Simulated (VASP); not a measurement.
# Cu (Fm-3m) in VASP: notebook

The runs below take Cu through single point, with PBEsol.

Everything below comes from runs of VASP 6.6.1. Logs are shortened: lines on timing, memory, paths and dates and some standing lists are left out, and cuts for length are marked.

**1. The cell of the first run**

It takes space group Fm-3m (No. 225, cubic). The conventional cell has a = 3.379 Å, b = 3.379 Å, c = 3.379 Å, α = 90.00°, β = 90.00°, γ = 90.00°. Cu (site symmetry m-3m) has 12 Cu at 2.39 Å within 3.2 Å.

**2. Single point, PBEsol**

File INCAR:

```
  PREC = Accurate
  ENCUT = 520
  EDIFF = 1E-6
  ISMEAR = -1
  SIGMA = 0.1
  LREAL = F
  LASPH = T
  NELM = 60
  ALGO = Normal
  ISIF = 2
  LWAVE = F
  LCHARG = F
  GGA = PS
  NBANDS = 12
```

File KPOINTS:

```
regular mesh
0
Gamma
  16 16 16
```

File POSCAR:

```
Cu
1.0
    0.0000000000      1.6894022053      1.6894022053
    1.6894022053      0.0000000000      1.6894022053
    1.6894022053      1.6894022053      0.0000000000
Cu
1
Direct
    0.0000000000      0.0000000000      0.0000000000
```

Potentials or basis: VASP PAW PBE potentials, release 64 (Cu).

On the command line:

```
$ cat potpaw_PBE.64/Cu/POTCAR > POTCAR
$ mpirun -np 1 vasp_std > vasp.out
```

OUTCAR:

```text
PREC = Accurate
   ENCUT = 520
   EDIFF = 1E-6
   ISMEAR = -1
   LREAL = F
   LASPH = T
   NELM = 60
   ISIF = 2
   GGA = PS

 ion  position               nearest neighbor table
   1  0.000  0.000  0.000-

  LATTYP: Found a face centered cubic cell.
 ALAT       =     3.3788044106

  Lattice vectors:

 A1 = (   0.0000000000,   1.6894022053,   1.6894022053)
 A2 = (   1.6894022053,   0.0000000000,   1.6894022053)
 A3 = (   1.6894022053,   1.6894022053,   0.0000000000)

Analysis of symmetry for initial positions (statically):
=====================================================================
 Subroutine PRICEL returns:
 Original cell was already a primitive cell.

 Routine SETGRP: Setting up the symmetry group for a
 face centered cubic supercell.

 Subroutine GETGRP returns: Found 48 space group operations
 (whereof 48 operations were pure point group operations)
 out of a pool of 48 trial point group operations.

The static configuration has the point symmetry O_h .

Analysis of symmetry for dynamics (positions and initial velocities):
=====================================================================
 Subroutine PRICEL returns:
 Original cell was already a primitive cell.

 Routine SETGRP: Setting up the symmetry group for a
 face centered cubic supercell.

 Subroutine GETGRP returns: Found 48 space group operations
 (whereof 48 operations were pure point group operations)
 out of a pool of 48 trial point group operations.

The dynamic configuration has the point symmetry O_h .

 Subroutine INISYM returns: Found 48 space group operations
 (whereof 48 operations are pure point group operations),
 and found     1 'primitive' translations

----------------------------------------------------------------------------------------

                                     Primitive cell

  volume of cell :       9.6434

  direct lattice vectors                    reciprocal lattice vectors
     0.000000000  1.689402205  1.689402205    -0.295962677  0.295962677  0.295962677
     1.689402205  0.000000000  1.689402205     0.295962677 -0.295962677  0.295962677
     1.689402205  1.689402205  0.000000000     0.295962677  0.295962677 -0.295962677

  length of vectors
     2.389175511  2.389175511  2.389175511     0.512622395  0.512622395  0.512622395

  position of ions in fractional coordinates (direct lattice)
     0.000000000  0.000000000  0.000000000

  ion indices of the primitive-cell ions
   primitive index   ion index
                 1           1

----------------------------------------------------------------------------------------

 KPOINTS: regular mesh

Automatic generation of k-mesh.
 Grid dimensions read from file:
 generate k-points for:   16   16   16

 Generating k-lattice:

  Cartesian coordinates                     Fractional coordinates (reciprocal lattice)
    -0.018497667  0.018497667  0.018497667     0.062500000  0.000000000  0.000000000
     0.018497667 -0.018497667  0.018497667     0.000000000  0.062500000  0.000000000
     0.018497667  0.018497667 -0.018497667     0.000000000  0.000000000  0.062500000

  Length of vectors
     0.032038900  0.032038900  0.032038900

  Shift w.r.t. Gamma in fractional coordinates (k-lattice)
     0.000000000  0.000000000  0.000000000

 Subroutine IBZKPT returns following result:
 ===========================================

 Found    145 irreducible k-points:

 Following reciprocal coordinates:
            Coordinates               Weight
  0.000000  0.000000  0.000000      1.000000
  0.062500  0.000000  0.000000      8.000000
  0.125000  0.000000  0.000000      8.000000
  0.187500  0.000000  0.000000      8.000000
  0.250000  0.000000  0.000000      8.000000
  0.312500  0.000000  0.000000      8.000000
[... 16 lines left out ...]
 -0.125000  0.062500  0.000000     24.000000
 -0.062500  0.062500  0.000000     12.000000
 [... further k-points ...]
   k-points           NKPTS =    145   k-points in BZ     NKDIM =    145   number of bands    NBANDS=     12
   number of dos      NEDOS =    301   number of ions     NIONS =      1
   total plane-waves  NPLWV =   5832
   dimension x,y,z NGX =    18 NGY =   18 NGZ =   18
   dimension x,y,z NGXF=    36 NGYF=   36 NGZF=   36
   ions per type =               1
   NGX,Y,Z   is equivalent  to a cutoff of  12.52, 12.52, 12.52 a.u.
   NGXF,Y,Z  is equivalent  to a cutoff of  25.05, 25.05, 25.05 a.u.
 SYSTEM =  unknown system
   PREC   = accura    normal or accurate (medium, high low for compatibility)
   ISTART =      0    job   : 0-new  1-cont  2-samecut
   ICHARG =      2    charge: 1-file 2-atom 10-const
   ISPIN  =      1    spin polarized calculation?
   LNONCOLLINEAR =      F non collinear calculations
   LSORBIT =      F    spin-orbit coupling
   LASPH  =      T    aspherical Exc in radial PAW
   ENCUT  =  520.0 eV  38.22 Ry    6.18 a.u.   4.44  4.44  4.44*2*pi/ulx,y,z
   NELM   =     60;   NELMIN=  2; NELMDL= -5     # of ELM steps
   EDIFF  = 0.1E-05   stopping-criterion for ELM
   LREAL  =      F    real-space projection
   EDIFFG = 0.1E-04   stopping-criterion for IOM
   NSW    =      0    number of steps for IOM
   IBRION =     -1    ionic relax: 0-MD 1-quasi-New 2-CG
   NFREE  =      0    steps in history (QN), initial steepest desc. (CG)
   ISIF   =      2    stress and relaxation
   ISYM   =      2    0-nonsym 1-usesym 2-fastsym
   POTIM  = 0.5000    time-step for ionic-motion
   TEBEG  =    0.0;   TEEND  =   0.0 temperature during run
   PSTRESS=    0.0 pullay stress
   NELECT =      11.0000    total number of electrons
   NUPDOWN=      -1.0000    fix difference up-down
   EMIN   =  10.00;   EMAX   =-10.00  energy-range for DOS
   EFERMI =   0.00;   METHOD = LEGACY
   ISMEAR =    -1;   SIGMA  =   0.10  broadening in eV -4-tet -1-fermi 0-gaus
   EFERMI_NEDOS =   21; number of points for ismear=-14 and -15
   IALGO  =     38    algorithm
   IMIX   =      4    mixing-type and parameters
     AMIX     =   0.40;   BMIX     =  1.00
     AMIX_MAG =   1.60;   BMIX_MAG =  1.00
  volume/ion in A,a.u.               =       9.64        65.08
  Fermi-wavevector in a.u.,A,eV,Ry     =   1.710525  3.232423 39.809213  2.925895
  Thomas-Fermi vector in A             =   2.788808
   LORBIT       =      0    0 simple, 1 ext, 2 COOP (PROOUT), +10 PAW based schemes
   GGA     = PS    functional components
   LHFCALC =     F    Hartree Fock is set to
   AEXX    =    0.0000 exact exchange contribution
   IVDW    =     0    specifies the selected vdW correction
   LEPSILON=     F    determine dielectric tensor
   LRPA    =     F    only Hartree local field effects (RPA)
 non-spin polarized calculation
  energy-cutoff  :      520.00
  volume of cell :        9.64
 maximum number of plane-waves:       273
 NGX is ok and might be reduce to    18
   NGX =  9   NGY =  9   NGZ =  9

 number of electron      11.0000013 magnetization

 Free energy of the ion-electron system (eV)
  ---------------------------------------------------
  ext. energy  EPLUGINS =         0.00000000
  ---------------------------------------------------
  free energy    TOTEN  =        -4.12558332 eV

  energy without entropy =       -4.11540868  energy(sigma->0) =       -4.12049600

 E-fermi :  10.2235     XC(G=0): -14.1373

 val. band max:       10.1804327831   @ k =   0.5000   0.1875   0.0625
 cond. band min:      10.2358008538   @ k =   0.5000   0.1250   0.0000
 fundamental gap:      0.0553680707
 Fermi energy:        10.2235292169

 k-point     1 :       0.0000    0.0000    0.0000
  band No.  band energies     occupation
      1      -0.8597      2.00000
      2       6.4567      2.00000
      3       6.4567      2.00000
      4       6.4567      2.00000
      5       7.5949      2.00000
      6       7.5949      2.00000
      7      34.3596      0.00000
      8      38.6164      0.00000
      9      38.6164      0.00000
     10      38.6164      0.00000
     11      41.4652      0.00000
     12      41.4652      0.00000

 k-point     2 :       0.0625    0.0000    0.0000
  band No.  band energies     occupation
      1      -0.6948      2.00000
      2       6.4136      2.00000
      3       6.4931      2.00000
      4       6.4931      2.00000
      5       7.5795      2.00000
      6       7.5795      2.00000
      7      33.7933      0.00000
      8      36.6748      0.00000
      9      38.1931      0.00000
     10      38.1931      0.00000
     11      42.0747      0.00000
     12      42.0747      0.00000

 k-point     3 :       0.1250    0.0000    0.0000
  band No.  band energies     occupation
      1      -0.2086      2.00000
      2       6.2995      2.00000
      3       6.5832      2.00000
      4       6.5832      2.00000
      5       7.5517      2.00000
      6       7.5517      2.00000
      7      31.2394      0.00000
      8      35.5203      0.00000
      9      37.4444      0.00000
     10      37.4444      0.00000
     11      43.0144      0.00000
     12      43.2027      0.00000
[... 286 lines left out ...]
 k-point    23 :      -0.1250    0.0625    0.0000
  band No.  band energies     occupation
      1       0.1610      2.00000
      2       6.2010      2.00000
      3       6.6507      2.00000
      4       6.6531      2.00000
      5       7.4291      2.00000
      6       7.6567      2.00000
      7      30.2077      0.00000
      8      33.1947      0.00000
      9      37.1948      0.00000
     10      39.2555      0.00000
     11      41.3164      0.00000
     12      42.3140      0.00000

 k-point    24 :      -0.0625    0.0625    0.0000
  band No.  band energies     occupation
      1      -0.4227      2.00000
      2       6.3352      2.00000
      3       6.5458      2.00000
      4       6.5636      2.00000
      5       7.5053      2.00000
      6       7.6118      2.00000
      7      32.8791      0.00000
      8      34.7388      0.00000
      9      37.2308      0.00000
     10      39.2184      0.00000
     11      41.6485      0.00000
     12      41.9373      0.00000

 [... further k-points ...]
[... 5 lines left out ...]
  --------------------------------------------------------------------------------------
  -------------------------------------------------------------------------------------
  Total        2.4555130      2.4555130      2.4555130     -0.0000000     -0.0000000     -0.0000000
  in kB      407.9656965    407.9656965    407.9656965     -0.0000000     -0.0000000     -0.0000000
  external PRESSURE =     407.9656965 kB  Pullay stress =       0.0000000 kB

 VOLUME and BASIS-vectors are now :
 -----------------------------------------------------------------------------
  energy-cutoff  :      520.00
  volume of cell :        9.64
      direct lattice vectors                 reciprocal lattice vectors
     0.000000000  1.689402205  1.689402205    -0.295962677  0.295962677  0.295962677
     1.689402205  0.000000000  1.689402205     0.295962677 -0.295962677  0.295962677
     1.689402205  1.689402205  0.000000000     0.295962677  0.295962677 -0.295962677

 POSITION                                       TOTAL-FORCE (eV/Angst)
 -----------------------------------------------------------------------------------
      0.00000      0.00000      0.00000         0.000000      0.000000     -0.000000
 -----------------------------------------------------------------------------------
    total drift:                                0.000000     -0.000000     -0.000000

  FREE ENERGIE OF THE ION-ELECTRON SYSTEM (eV)
  ---------------------------------------------------
  free  energy   TOTEN  =        -4.1255833228 eV

  energy  without entropy=       -4.1154086841  energy(sigma->0) =       -4.12049600
```

It took 9.1 s on 1 thread of Intel Xeon Platinum 8488C (Sapphire Rapids), shared host; peak memory 0.13 GiB.

Results:

| Quantity | Value |
| --- | --- |
| Free energy | -4.1256 eV |
| Pressure | 40.8 GPa |

Caveat: the PAW data sets were made with another functional, which shifts forces and pressure a little.

(Continued in part 2 of 3.)
